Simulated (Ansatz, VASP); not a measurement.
# Sc2AlP3: VASP beside Ansatz

```xyz
6
Lattice="5.1059 0.0000 0.0000 0.0000 5.1059 0.0000 0.0000 0.0000 5.1719" Properties=species:S:1:pos:R:3 pbc="T T T"
Sc    2.5529    0.0000    1.9070
Sc    0.0000    2.5529    1.9070
Al    0.0000    0.0000    4.6878
P     2.5529    0.0000    4.5137
P     0.0000    2.5529    4.5137
P     0.0000    0.0000    2.0614
```

Alike in both runs: functional PBE; k mesh 8 × 8 × 8; occupations gaussian, width 0.1 eV; no spin polarisation.

Ansatz relaxed the structure, and its values are those at the end. VASP's run is a single point on that final structure, the one shown.

|  | VASP | Ansatz |
| --- | --- | --- |
| version | VASP 6.6.1 | Ansatz 0.2.0 |
| potentials or method | VASP PAW PBE potentials, release 64 (Sc_sv, Al, P), cutoff 520 eV | scalar-relativistic, plane waves, PAW |
| valence electrons in the cell | 40 | 40 |

```tsv
	VASP	Ansatz	Ansatz less VASP
gap on the k mesh at the Fermi level (eV)	none	none	-
pressure (GPa)	0.1	0.0	-0.09
```

A gap of «none» marks a metal or a gap that the smearing closes.
